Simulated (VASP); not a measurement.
F:

```
F
1.0
     3.17052   -1.88853    0.00000
     3.17052    1.88853    0.00000
     0.00000    0.00000    6.80644
F
4
Direct
  0.91399 0.08601 0.09250
  0.58601 0.41399 0.59250
  0.41399 0.58601 0.40750
  0.08601 0.91399 0.90750
```

- Program: VASP 6.6.1
- Task: relaxation of cell and atoms
- Functional: PBE
- Potentials or basis: VASP PAW PBE potentials, release 64 (F)
- Cutoff: 600 eV
- k mesh: 8 × 8 × 4
- Occupations: gaussian, width 0.02 eV
- Spin: no spin polarisation

At the start: pressure 0.3 GPa; volume 20.38 Å³/atom.

**Question.** How do energy, volume and symmetry change on relaxing?

**Answer.** Over 25 steps the energy falls by 8.6 meV/atom and the volume is 16.39 Å³/atom (-19.6 %); space group Cmce (No. 64, to 0.1 Å) before and after.

Step by step:
```csv
step,energy change (eV),largest force (eV/Å),pressure (GPa),volume (Å³)
1,0.0000,0.3591,0.26,81.51
2,0.0303,0.9757,-2.32,81.90
3,-0.0034,0.0089,-0.40,81.60
4,-0.0034,0.0156,-0.39,81.60
5,-0.0047,0.0159,-0.39,81.12
6,-0.0084,0.0185,-0.38,79.69
7,-0.0154,0.0300,-0.32,76.88
8,-0.0262,0.0775,-0.05,71.45
9,-0.0140,0.2770,1.52,61.38
10,-0.0281,0.1764,0.34,68.74
11,-0.0290,0.0943,0.18,68.44
12,-0.0295,0.0411,-0.09,67.97
13,-0.0295,0.0356,-0.07,67.99
14,-0.0296,0.0360,-0.07,67.94
15,-0.0298,0.0375,-0.07,67.79
16,-0.0301,0.0404,-0.06,67.48
17,-0.0307,0.0463,-0.04,66.87
18,-0.0314,0.0582,0.00,65.67
19,-0.0310,0.1541,0.51,65.44
20,-0.0316,0.0268,0.20,65.58
21,-0.0320,0.0301,0.19,65.57
22,-0.0330,0.0422,0.20,65.55
23,-0.0340,0.0746,0.23,65.50
24,-0.0321,0.2599,-0.60,65.72
25,-0.0342,0.0096,0.02,65.55
```

Final structure:
```yaml
crystal:
  lattice:
    - [2.83350, -1.75508, 0.00000]
    - [2.83350, 1.75508, 0.00000]
    - [0.00000, 0.00000, 6.59060]
  atoms:
    - { symbol: F, position: [0.90602, 0.09398, 0.09612] }
    - { symbol: F, position: [0.59398, 0.40602, 0.59612] }
    - { symbol: F, position: [0.40602, 0.59398, 0.40388] }
    - { symbol: F, position: [0.09398, 0.90602, 0.90388] }
```

Caveat: the volume moved by over 15 % at a fixed basis, so the end points are rough; this functional lacks dispersion, which holds the molecules together, so the pressure and a relaxed volume are unreliable.
